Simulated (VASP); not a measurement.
Write the native input for VASP 6.6.1 that does the following.

| Item | Value |
| --- | --- |
| Task | single point |
| Functional | r2SCAN |
| Potentials or basis | VASP PAW PBE potentials, release 64 (Zr_sv, O) |
| Cutoff | 520 eV |
| k mesh | 12 × 12 × 8 |
| Occupations | gaussian, width 0.1 eV |
| Spin | no spin polarisation |
| Dipole correction | no |
| Further INCAR settings | ALGO = Normal; EDIFF = 1e-07; NBANDS = 52 |

The system is Zr3O.

```
Zr O
1.0
     5.65222    0.00000    0.00000
    -2.82611    4.89497    0.00000
     0.00000    0.00000    5.16877
Zr O
6 2
Direct
  0.83402 0.66804 0.25000
  0.16598 0.83402 0.75000
  0.33196 0.16598 0.25000
  0.16598 0.33196 0.75000
  0.83402 0.16598 0.25000
  0.66804 0.83402 0.75000
  0.33333 0.66667 0.25000
  0.66667 0.33333 0.75000
```

These files were run (other wordings do the same):

POSCAR

```
Zr3O
1.0
    5.6522200644      0.0000000000      0.0000000000
   -2.8261100322      4.8949661636      0.0000000000
    0.0000000000      0.0000000000      5.1687686496
Zr O
6 2
Direct
    0.8340208901      0.6680417803      0.2500000000
    0.1659791099      0.8340208901      0.7500000000
    0.3319582197      0.1659791099      0.2500000000
    0.1659791099      0.3319582197      0.7500000000
    0.8340208901      0.1659791099      0.2500000000
    0.6680417803      0.8340208901      0.7500000000
    0.3333333333      0.6666666667      0.2500000000
    0.6666666667      0.3333333333      0.7500000000
```

INCAR.step1

```
SYSTEM = Zr3O
PREC = Accurate
ENCUT = 520
ISMEAR = 0
SIGMA = 0.1
LREAL = .False.
LASPH = .True.
NELM = 80
NBANDS = 52
GGA = PE
ALGO = Normal
EDIFF = 1E-4
LWAVE = .True.
LCHARG = .False.
```

INCAR.step2

```
SYSTEM = Zr3O
PREC = Accurate
ENCUT = 520
EDIFF = 1E-7
ISMEAR = 0
SIGMA = 0.1
LREAL = .False.
LASPH = .True.
NELM = 80
ALGO = Normal
ISIF = 2
LWAVE = .False.
LCHARG = .False.
METAGGA = R2SCAN
LMIXTAU = .True.
NBANDS = 52
ISTART = 1
```

KPOINTS

```
Automatic mesh
0
Gamma
  12 12 8
  0 0 0
```

Potentials or basis: VASP PAW PBE potentials, release 64 (Zr_sv, O).

Launch:

```bash
$ cat potpaw_PBE.64/Zr_sv/POTCAR potpaw_PBE.64/O/POTCAR > POTCAR
$ cp INCAR.step1 INCAR
$ mpirun -np 1 vasp_std > vasp.out
$ cp INCAR.step2 INCAR
$ mpirun -np 1 vasp_std > vasp.out
```

Results of the run:

| Item | Value |
| --- | --- |
| Pressure | 0.1 GPa |
| Band gap on the k mesh | zero (bands 42 and 43 overlap by 1.41 eV) |

Caveat: the PAW data sets were made with another functional, which shifts forces and pressure a little.

It took 72 min on 1 thread of Oxide Virtual Turin-like Processor, on a shared host, peak memory 0.58 GiB.
